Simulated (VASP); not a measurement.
# H3C2N: single point with PBE+D3(BJ)

H3C2N:

```
CELL_PARAMETERS angstrom
8.31166 0.00000 0.00000
0.00000 8.31166 0.00000
0.00000 0.00000 8.31166
ATOMIC_POSITIONS crystal
C 0.01673 0.13704 0.41836
C 0.96774 0.18949 0.57753
C 0.46020 0.79238 0.29619
C 0.42656 0.63978 0.37448
C 0.13975 0.78127 0.67156
C 0.20648 0.73138 0.82477
C 0.42552 0.33053 0.78143
C 0.40961 0.19968 0.66678
C 0.76693 0.46755 0.11450
C 0.84666 0.59851 0.19871
C 0.78270 0.98723 0.98608
C 0.73238 0.85118 0.88894
N 0.93136 0.23009 0.70626
N 0.39718 0.51724 0.43594
N 0.26032 0.69280 0.94801
N 0.39479 0.09473 0.57523
N 0.90725 0.70578 0.26520
N 0.69493 0.74066 0.81184
H 0.96753 0.21844 0.32673
H 0.14878 0.13901 0.41114
H 0.97390 0.01407 0.39508
H 0.43068 0.89263 0.37818
H 0.58971 0.79934 0.26606
H 0.38905 0.79890 0.18386
H 0.21437 0.87962 0.62228
H 0.13862 0.67944 0.58579
H 0.01471 0.82401 0.68844
H 0.47058 0.28461 0.89699
H 0.50793 0.42262 0.73439
H 0.30795 0.38716 0.80180
H 0.69255 0.51792 0.01749
H 0.85616 0.38689 0.05934
H 0.68991 0.40040 0.19852
H 0.82255 0.08626 0.90758
H 0.68242 0.02818 0.06204
H 0.88195 0.94936 0.06477
```

| Item | Value |
| --- | --- |
| Program | VASP 6.6.1 |
| Task | single point |
| Functional | PBE |
| Dispersion | D3(BJ) |
| Potentials or basis | VASP PAW PBE potentials, release 64 (C, N, H) |
| Cutoff | 520 eV |
| k mesh | 1 × 1 × 1 |
| Occupations | fermi-dirac, width 0.05 eV |
| Spin | no spin polarisation |
| Dipole correction | no |
| Further INCAR settings | LREAL = Auto; ALGO = Normal; EDIFF = 1e-07; NBANDS = 72 |

- Pressure: -0.4 GPa
- Largest force: 0.391 eV/Å
- Band gap on the k mesh: 6.21 eV
- Dispersion energy per atom: -0.040 eV

Forces on the atoms (eV/Å):
```
C   -0.004  0.027  0.024
C    0.123 -0.123 -0.350
C    0.095 -0.025 -0.084
C    0.036  0.169 -0.118
C   -0.181 -0.009 -0.133
C   -0.161  0.094 -0.335
C    0.020 -0.061 -0.050
C    0.020  0.184  0.125
C    0.060  0.029  0.025
C   -0.103 -0.211 -0.125
C   -0.036  0.004  0.004
C    0.108  0.306  0.215
N   -0.105  0.126  0.338
N   -0.010 -0.073  0.025
N    0.135 -0.101  0.310
N   -0.007 -0.085 -0.042
N    0.080  0.183  0.108
N   -0.109 -0.311 -0.203
H   -0.003  0.009 -0.006
H    0.001 -0.002  0.000
H   -0.001 -0.015 -0.004
H    0.021 -0.088 -0.110
H   -0.236 -0.020  0.093
H    0.087  0.006  0.170
H   -0.107 -0.131  0.030
H    0.024  0.218  0.173
H    0.244 -0.113 -0.051
H    0.005  0.010 -0.039
H   -0.016 -0.028  0.016
H    0.012  0.002 -0.003
H   -0.003 -0.001 -0.008
H   -0.015  0.024  0.015
H    0.016  0.006 -0.007
H    0.002 -0.014  0.022
H    0.012 -0.004 -0.021
H   -0.005  0.017 -0.003
```

Stress tensor (GPa, compression positive):
```
-0.58 -0.09  0.03
-0.09 -0.39 -0.13
 0.03 -0.13 -0.33
```

Levels at points of the mesh, in eV from the valence-band top:
| k point | band 46 | band 47 | band 48 | band 49 | band 50 | band 51 |
| --- | --- | --- | --- | --- | --- | --- |
| (0.00, 0.00, 0.00) | -0.18 | -0.08 | 0.00 | 6.21 | 6.81 | 6.88 |

Wall time 94 s on 1 thread of Intel(R) Xeon(R) Platinum 8259CL CPU @ 2.50GHz (Skylake/Cascade Lake) (shared host), peak memory 0.59 GiB.

Caveat: the k points lie up to 0.76 Å⁻¹ apart.
